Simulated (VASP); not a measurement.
Here is a VASP 6.6.1 calculation.

Contents of INCAR:

```
  ALGO = Normal
  EDIFF = 1E-6
  ENCUT = 520
  GGA = PS
  ISIF = 2
  ISMEAR = -1
  LASPH = True
  LCHARG = False
  LREAL = False
  LWAVE = False
  NBANDS = 16
  NELM = 60
  PREC = Accurate
  SIGMA = 0.13605693000000002
```

File KPOINTS:

```
k-points
0
Gamma
  8 8 8
```

File POSCAR:

```
K
1.0
    0.0000000000      4.7262750495      4.7262750495
    4.7262750495      0.0000000000      4.7262750495
    4.7262750495      4.7262750495      0.0000000000
K
2
Direct
    0.0000000000      0.0000000000      0.0000000000
    0.2500000000      0.2500000000      0.2500000000
```

Potentials or basis: VASP PAW PBE potentials, release 64 (K_sv).

Launch:

```bash
$ cat potpaw_PBE.64/K_sv/POTCAR > POTCAR
$ mpirun -np 1 vasp_std > vasp.out
```

(1) Predict the band gap on the k mesh.

(2) Predict the pressure.

Results:

(1) zero (bands 9 and 10 overlap by 0.39 eV).

(2) 0.0 GPa.

Caveat: the PAW data sets were made with another functional, which shifts forces and pressure a little.
